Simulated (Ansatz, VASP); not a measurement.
Al: VASP beside Ansatz

Contents of INCAR:

```
  ALGO = Fast
  EDIFF = 1E-7
  ENCUT = 520
  GGA = PS
  ISIF = 2
  ISMEAR = 0
  LASPH = True
  LCHARG = False
  LREAL = False
  LWAVE = False
  NBANDS = 10
  NELM = 80
  PREC = Accurate
  SIGMA = 0.15
```

The input KPOINTS:

```
k-points
0
Gamma
  18 18 10
```

Contents of POSCAR:

```
Al
1.0
    2.8496988417      0.0000000000      0.0000000000
   -1.4248494208      2.4679115900      0.0000000000
    0.0000000000      0.0000000000      4.3414000000
Al
2
Direct
    0.6666666667      0.3333333333      0.7500000000
    0.3333333333      0.6666666667      0.2500000000
```

Input for Ansatz:

```yaml
crystal:
  lattice:
    - [2.8496988417, 0.0, 0.0]
    - [-1.4248494208, 2.46791159, 0.0]
    - [0.0, 0.0, 4.3414]
  atoms:
    - { symbol: Al, position: [0.6666666667, 0.3333333333, 0.75] }
    - { symbol: Al, position: [0.3333333333, 0.6666666667, 0.25] }
basis:
  ecutwfc: 420
kpoints:
  mp_grid: { grid: [18, 18, 10] }
hamiltonian:
  xc: pbesol
  pseudopotentials: { kind: paw, azcp: { folder: soft_1 } }
scf:
  occupations: { method: gaussian, width: 0.15 }
output:
  forces: true
  stress: true
  eigenvalues: true
```

Alike in both runs: task single point; functional PBEsol; k mesh 18 × 18 × 10; occupations gaussian, width 0.15 eV; no spin polarisation.

|  | VASP | Ansatz |
| --- | --- | --- |
| version | VASP 6.6.1 | Ansatz 0.2.0 |
| potentials or method | VASP PAW PBE potentials, release 64 (Al), cutoff 520 eV | scalar-relativistic, plane waves, PAW |
| valence electrons in the cell | 6 | 6 |

```csv
,VASP,Ansatz,Ansatz less VASP
gap on the k mesh at the Fermi level (eV),none,none,-
pressure (GPa),6.7,6.6,-0.11
"traceless stress, the component that is largest in VASP (GPa)",5.12,5.09,-0.036
```

VASP's potentials were made for PBE, not for PBEsol, and Ansatz warns of the same on its side. A gap of «none» marks a metal or a gap that the smearing closes.
